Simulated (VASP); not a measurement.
# BaTiH3 (Pm-3m) in VASP: a series of runs

The runs below take BaTiH3 through single point, relaxation of cell and atoms, with PBE+U.

Program: VASP 6.6.1. These are calculated values, not measurements. Logs are shortened: lines on timing, memory, paths and dates and some standing lists are left out, and cuts for length are marked.

## 1. The cell of the first run

Symmetry: Pm-3m, No. 221, cubic system. Conventional cell: a = 4.124 Å, b = 4.124 Å, c = 4.124 Å, α = 90.00°, β = 90.00°, γ = 90.00°. Ba (site symmetry m-3m) has 12 H at 2.92 Å and 8 Ti at 3.57 Å within 3.8 Å. Ti (site symmetry m-3m) has 6 H at 2.06 Å within 2.7 Å. Within 2.7 Å of H (site symmetry 4/mmm) lie 2 Ti at 2.06 Å.

## 2. Single point, PBE+U

Contents of INCAR:

```
PREC = Accurate
ENCUT = 520
EDIFF = 1E-6
ISMEAR = 0
SIGMA = 0.1
LREAL = F
LASPH = T
NELM = 150
ALGO = Normal
ISIF = 2
LWAVE = F
LCHARG = T
LMAXMIX = 4
LDAU = T
LDAUTYPE = 2
LDAUL = -1 2 -1
LDAUU = 0 4 0
LDAUJ = 0 0 0
LDAUPRINT = 1
GGA = PE
LELF = T
LVHAR = T
NBANDS = 20
```

Contents of KPOINTS:

```
regular mesh
0
Gamma
  10 10 10
```

Contents of POSCAR:

```
BaTiH3
1.0
    4.1238877363      0.0000000000      0.0000000000
    0.0000000000      4.1238877363      0.0000000000
    0.0000000000      0.0000000000      4.1238877363
Ba Ti H
1 1 3
Direct
    0.5000000000      0.5000000000      0.5000000000
    0.0000000000      0.0000000000      0.0000000000
    0.5000000000      0.0000000000      0.0000000000
    0.0000000000      0.5000000000      0.0000000000
    0.0000000000      0.0000000000      0.5000000000
```

Potentials or basis: VASP PAW PBE potentials, release 64 (Ba_sv, Ti_sv, H).

The run is started by

```sh
$ cat potpaw_PBE.64/Ba_sv/POTCAR potpaw_PBE.64/Ti_sv/POTCAR potpaw_PBE.64/H/POTCAR > POTCAR
$ mpirun -np 1 vasp_std > vasp.out
```

OUTCAR:

```text
PREC = Accurate
   ENCUT = 520
   EDIFF = 1E-6
   ISMEAR = 0
   LREAL = F
   LASPH = T
   NELM = 150
   ISIF = 2
   GGA = PE

 ion  position               nearest neighbor table
   1  0.500  0.500  0.500-   2 3.57   2 3.57   2 3.57   2 3.57   2 3.57   2 3.57   2 3.57   2 3.57

   2  0.000  0.000  0.000-   1 3.57   1 3.57   1 3.57   1 3.57   1 3.57   1 3.57   1 3.57   1 3.57

   3  0.500  0.000  0.000-
   4  0.000  0.500  0.000-
   5  0.000  0.000  0.500-

  LATTYP: Found a simple cubic cell.
 ALAT       =     4.1238877363

  Lattice vectors:

 A1 = (   4.1238877363,   0.0000000000,   0.0000000000)
 A2 = (   0.0000000000,   4.1238877363,   0.0000000000)
 A3 = (   0.0000000000,   0.0000000000,   4.1238877363)

Analysis of symmetry for initial positions (statically):
=====================================================================
 Subroutine PRICEL returns:
 Original cell was already a primitive cell.

 Routine SETGRP: Setting up the symmetry group for a
 simple cubic supercell.

 Subroutine GETGRP returns: Found 48 space group operations
[... 9 lines left out ...]

 Routine SETGRP: Setting up the symmetry group for a
 simple cubic supercell.

 Subroutine GETGRP returns: Found 48 space group operations
[... 11 lines left out ...]
                                     Primitive cell

  volume of cell :      70.1327

  direct lattice vectors                    reciprocal lattice vectors
     4.123887736  0.000000000  0.000000000     0.242489627  0.000000000  0.000000000
     0.000000000  4.123887736  0.000000000     0.000000000  0.242489627  0.000000000
     0.000000000  0.000000000  4.123887736     0.000000000  0.000000000  0.242489627

  length of vectors
     4.123887736  4.123887736  4.123887736     0.242489627  0.242489627  0.242489627

  position of ions in fractional coordinates (direct lattice)
     0.500000000  0.500000000  0.500000000
     0.000000000  0.000000000  0.000000000
     0.500000000  0.000000000  0.000000000
     0.000000000  0.500000000  0.000000000
     0.000000000  0.000000000  0.500000000

  ion indices of the primitive-cell ions
   primitive index   ion index
                 1           1
                 2           2
                 3           3
                 4           4
                 5           5

----------------------------------------------------------------------------------------

 KPOINTS: regular mesh

Automatic generation of k-mesh.
 Grid dimensions read from file:
 generate k-points for:   10   10   10

 Generating k-lattice:

  Cartesian coordinates                     Fractional coordinates (reciprocal lattice)
     0.024248963  0.000000000  0.000000000     0.100000000  0.000000000  0.000000000
     0.000000000  0.024248963  0.000000000     0.000000000  0.100000000  0.000000000
     0.000000000  0.000000000  0.024248963     0.000000000  0.000000000  0.100000000

  Length of vectors
     0.024248963  0.024248963  0.024248963

  Shift w.r.t. Gamma in fractional coordinates (k-lattice)
     0.000000000  0.000000000  0.000000000

 Subroutine IBZKPT returns following result:
 ===========================================

 Found     56 irreducible k-points:

 Following reciprocal coordinates:
            Coordinates               Weight
  0.000000  0.000000  0.000000      1.000000
  0.100000  0.000000  0.000000      6.000000
  0.200000  0.000000  0.000000      6.000000
  0.300000  0.000000  0.000000      6.000000
  0.400000  0.000000  0.000000      6.000000
  0.500000  0.000000  0.000000      3.000000
[... 16 lines left out ...]
  0.200000  0.100000  0.100000     24.000000
  0.300000  0.100000  0.100000     24.000000
 [... further k-points ...]
   k-points           NKPTS =     56   k-points in BZ     NKDIM =     56   number of bands    NBANDS=     20
   number of dos      NEDOS =    301   number of ions     NIONS =      5
   total plane-waves  NPLWV =  32768
   dimension x,y,z NGX =    32 NGY =   32 NGZ =   32
   dimension x,y,z NGXF=    64 NGYF=   64 NGZF=   64
   ions per type =               1   1   3
   NGX,Y,Z   is equivalent  to a cutoff of  12.90, 12.90, 12.90 a.u.
   NGXF,Y,Z  is equivalent  to a cutoff of  25.80, 25.80, 25.80 a.u.
 SYSTEM =  unknown system
   PREC   = accura    normal or accurate (medium, high low for compatibility)
   ISTART =      0    job   : 0-new  1-cont  2-samecut
   ICHARG =      2    charge: 1-file 2-atom 10-const
   ISPIN  =      1    spin polarized calculation?
   LNONCOLLINEAR =      F non collinear calculations
   LSORBIT =      F    spin-orbit coupling
   LASPH  =      T    aspherical Exc in radial PAW
   ENCUT  =  520.0 eV  38.22 Ry    6.18 a.u.   7.67  7.67  7.67*2*pi/ulx,y,z
   NELM   =    150;   NELMIN=  2; NELMDL= -5     # of ELM steps
   EDIFF  = 0.1E-05   stopping-criterion for ELM
   LREAL  =      F    real-space projection
   EDIFFG = 0.1E-04   stopping-criterion for IOM
   NSW    =      0    number of steps for IOM
   IBRION =     -1    ionic relax: 0-MD 1-quasi-New 2-CG
   NFREE  =      0    steps in history (QN), initial steepest desc. (CG)
   ISIF   =      2    stress and relaxation
   ISYM   =      2    0-nonsym 1-usesym 2-fastsym
   POTIM  = 0.5000    time-step for ionic-motion
   TEBEG  =    0.0;   TEEND  =   0.0 temperature during run
   PSTRESS=    0.0 pullay stress
   NELECT =      25.0000    total number of electrons
   NUPDOWN=      -1.0000    fix difference up-down
   EMIN   =  10.00;   EMAX   =-10.00  energy-range for DOS
   EFERMI =   0.00;   METHOD = LEGACY
   ISMEAR =     0;   SIGMA  =   0.10  broadening in eV -4-tet -1-fermi 0-gaus
   EFERMI_NEDOS =   21; number of points for ismear=-14 and -15
   IALGO  =     38    algorithm
   IMIX   =      4    mixing-type and parameters
     AMIX     =   0.40;   BMIX     =  1.00
     AMIX_MAG =   1.60;   BMIX_MAG =  1.00
  volume/ion in A,a.u.               =      14.03        94.66
  Fermi-wavevector in a.u.,A,eV,Ry     =   1.160775  2.193546 18.332467  1.347398
  Thomas-Fermi vector in A             =   2.297354
   LORBIT       =      0    0 simple, 1 ext, 2 COOP (PROOUT), +10 PAW based schemes
 LDA+U is selected, type is set to LDAUTYPE =  2
   angular momentum for each species LDAUL =    -1    2   -1
   U (eV)           for each species LDAUU =   0.0  4.0  0.0
   J (eV)           for each species LDAUJ =   0.0  0.0  0.0
   GGA     = PE    functional components
   LHFCALC =     F    Hartree Fock is set to
   AEXX    =    0.0000 exact exchange contribution
   IVDW    =     0    specifies the selected vdW correction
   LEPSILON=     F    determine dielectric tensor
   LRPA    =     F    only Hartree local field effects (RPA)
 non-spin polarized calculation
 Gauss-broadening in eV      SIGMA  =   0.10
  energy-cutoff  :      520.00
  volume of cell :       70.13
 maximum number of plane-waves:      1924
 NGX is ok and might be reduce to    32
   NGX = 15   NGY = 15   NGZ = 15

atom =   2  type =  2  l = 2

 onsite density matrix

spin component  1

  0.2572 -0.0000 -0.0000 -0.0000  0.0000
 -0.0000  0.2572 -0.0000 -0.0000  0.0000
 -0.0000 -0.0000  0.0836 -0.0000  0.0000
 -0.0000 -0.0000 -0.0000  0.2572 -0.0000
  0.0000  0.0000  0.0000 -0.0000  0.0836

spin component  2

  0.2572 -0.0000 -0.0000 -0.0000  0.0000
 -0.0000  0.2572 -0.0000 -0.0000  0.0000
 -0.0000 -0.0000  0.0836 -0.0000  0.0000
 -0.0000 -0.0000 -0.0000  0.2572 -0.0000
  0.0000  0.0000  0.0000 -0.0000  0.0836

 occupancies and eigenvectors

  o =  0.0836  v =  0.0000 -0.0000  0.9991  0.0000 -0.0413  0.0000  0.0000  0.0000  0.0000  0.0000      0.0000  0.0000  0.0000  0.0000  0.0000  0.0000  0.0000  0.0000  0.0000  0.0000
  o =  0.0836  v =  0.0000  0.0000  0.0000  0.0000  0.0000  0.0000 -0.0000  0.9991  0.0000 -0.0413      0.0000  0.0000  0.0000  0.0000  0.0000  0.0000  0.0000  0.0000  0.0000  0.0000
  o =  0.0836  v =  0.0000  0.0000 -0.0413 -0.0000 -0.9991  0.0000  0.0000  0.0000  0.0000  0.0000      0.0000  0.0000  0.0000  0.0000  0.0000  0.0000  0.0000  0.0000  0.0000  0.0000
  o =  0.0836  v =  0.0000  0.0000  0.0000  0.0000  0.0000  0.0000  0.0000 -0.0413 -0.0000 -0.9991      0.0000  0.0000  0.0000  0.0000  0.0000  0.0000  0.0000  0.0000  0.0000  0.0000
  o =  0.2572  v =  0.0000  0.9746  0.0000 -0.2241  0.0000  0.0000  0.0000  0.0000  0.0000  0.0000      0.0000  0.0000  0.0000  0.0000  0.0000  0.0000  0.0000  0.0000  0.0000  0.0000
  o =  0.2572  v =  0.0000  0.0000  0.0000  0.0000  0.0000  0.0000  0.9746  0.0000 -0.2241  0.0000      0.0000  0.0000  0.0000  0.0000  0.0000  0.0000  0.0000  0.0000  0.0000  0.0000
  o =  0.2572  v =  0.0000  0.0000  0.0000  0.0000  0.0000  0.0000  0.2241 -0.0000  0.9746 -0.0000      0.0000  0.0000  0.0000  0.0000  0.0000  0.0000  0.0000  0.0000  0.0000  0.0000
  o =  0.2572  v =  0.0000  0.2241 -0.0000  0.9746 -0.0000  0.0000  0.0000  0.0000  0.0000  0.0000      0.0000  0.0000  0.0000  0.0000  0.0000  0.0000  0.0000  0.0000  0.0000  0.0000
  o =  0.2572  v =  0.0000  0.0000  0.0000  0.0000  0.0000  1.0000  0.0000  0.0000  0.0000  0.0000      0.0000  0.0000  0.0000  0.0000  0.0000  0.0000  0.0000  0.0000  0.0000  0.0000
  o =  0.2572  v =  1.0000  0.0000  0.0000  0.0000  0.0000  0.0000  0.0000  0.0000  0.0000  0.0000      0.0000  0.0000  0.0000  0.0000  0.0000  0.0000  0.0000  0.0000  0.0000  0.0000

 number of electron      25.0000006 magnetization

 Free energy of the ion-electron system (eV)
  ---------------------------------------------------
  ext. energy  EPLUGINS =         0.00000000
  ---------------------------------------------------
  free energy    TOTEN  =       -17.63709318 eV

  energy without entropy =      -17.59017504  energy(sigma->0) =      -17.61363411

 E-fermi :   4.5603     XC(G=0):  -9.6667

 val. band max:        4.5596246559   @ k =   0.5000   0.3000   0.3000
 cond. band min:       4.5627374072   @ k =   0.5000   0.2000   0.2000
 fundamental gap:      0.0031127513
 Fermi energy:         4.5602916038

 k-point     1 :       0.0000    0.0000    0.0000
  band No.  band energies     occupation
      1     -53.6080      2.00000
      2     -29.8618      2.00000
      3     -29.8618      2.00000
      4     -29.8618      2.00000
      5     -23.5373      2.00000
      6      -8.6056      2.00000
[... 12 lines left out ...]
     19       8.7346      0.00000
     20       9.8924      0.00000

 k-point     2 :       0.1000    0.0000    0.0000
  band No.  band energies     occupation
      1     -53.6080      2.00000
      2     -29.8632      2.00000
      3     -29.8617      2.00000
      4     -29.8617      2.00000
      5     -23.5329      2.00000
      6      -8.6903      2.00000
[... 498 lines left out ...]
 k-point    24 :       0.3000    0.1000    0.1000
  band No.  band energies     occupation
      1     -53.6076      2.00000
      2     -29.8714      2.00000
      3     -29.8627      2.00000
      4     -29.8626      2.00000
      5     -23.4988      2.00000
      6      -9.1057      2.00000
[... 12 lines left out ...]
     19       8.5349      0.00000
     20       9.5987      0.00000

 [... further k-points ...]
[... 5 lines left out ...]
  --------------------------------------------------------------------------------------
  -------------------------------------------------------------------------------------
  Total        0.0415277      0.0415277      0.0415277      0.0000000     -0.0000000     -0.0000000
  in kB        0.9486981      0.9486981      0.9486981      0.0000000     -0.0000000     -0.0000000
  external PRESSURE =       0.9486981 kB  Pullay stress =       0.0000000 kB

 VOLUME and BASIS-vectors are now :
 -----------------------------------------------------------------------------
  energy-cutoff  :      520.00
  volume of cell :       70.13
      direct lattice vectors                 reciprocal lattice vectors
     4.123887736  0.000000000  0.000000000     0.242489627  0.000000000  0.000000000
     0.000000000  4.123887736  0.000000000     0.000000000  0.242489627  0.000000000
     0.000000000  0.000000000  4.123887736     0.000000000  0.000000000  0.242489627

 POSITION                                       TOTAL-FORCE (eV/Angst)
 -----------------------------------------------------------------------------------
      2.06194      2.06194      2.06194         0.000000      0.000000      0.000000
      0.00000      0.00000      0.00000         0.000000      0.000000      0.000000
      2.06194      0.00000      0.00000         0.000000      0.000000      0.000000
      0.00000      2.06194      0.00000         0.000000      0.000000      0.000000
      0.00000      0.00000      2.06194         0.000000      0.000000      0.000000
 -----------------------------------------------------------------------------------
    total drift:                                0.000000      0.000000     -0.000000

  FREE ENERGIE OF THE ION-ELECTRON SYSTEM (eV)
  ---------------------------------------------------
  free  energy   TOTEN  =       -17.6370931778 eV

  energy  without entropy=      -17.5901750433  energy(sigma->0) =      -17.61363411
```

Run time: 66 s. Hardware: 1 thread of Intel Xeon Platinum 8375C at 2.90GHz (Ice Lake), shared host; peak memory 0.23 GiB.

What came out:

- Free energy: -17.6371 eV
- Pressure: 0.1 GPa

Eigenvalues of the final occupation matrices:
```tsv
site	spin	trace	eigenvalues
site 2 d	1	0.94	0.08 0.08 0.26 0.26 0.26
site 2 d	2	0.94	0.08 0.08 0.26 0.26 0.26
```

Caveat: spin-orbit coupling is left out, which moves the levels of the heavy elements; U without spin polarisation on a metal has little footing; the U is typed as a test and isn't derived for this compound.

[end of part 1 of 2]
